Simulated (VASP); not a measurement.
Crystal: C.

```xyz
4
Lattice="-1.7769 1.7769 0.0000 0.0000 0.0000 3.5538 1.7769 1.7769 0.0000" Properties=species:S:1:pos:R:3 pbc="T T T"
C    -0.4442    1.3327    1.3327
C     1.3327    1.3327    3.1096
C     0.4442    0.4442    0.4442
C     0.4442    2.2211    2.2211
```

Base run:

```yaml
Program: VASP 6.6.1
Functional: PBEsol
Potentials_or_basis: VASP PAW PBE potentials, release 64 (C_h)
Cutoff: 910 eV
k_mesh: 12 × 9 × 12
Occupations: fermi-dirac, width 0.02 eV
Spin: no spin polarisation
```

Its results: band gap on the k mesh 4.05 eV; pressure 0.0 GPa.

Q: The run is repeated on the same cell with these changes: potentials or basis from VASP PAW PBE potentials, release 64 (C_h) to VASP PAW PBE potentials, release 64 (C); cutoff from 910 eV to 520 eV. What comes out?

A: Band gap on the k mesh 4.04 eV; pressure 1.1 GPa.

Caveats: the PAW data sets were made with another functional, which shifts forces and pressure a little; the cutoff is under 1.25 times the usual one of these potentials, so pressure, stress and relaxed cells hold a basis-set (Pulay) error (some runs).

A k mesh can miss the band edges.
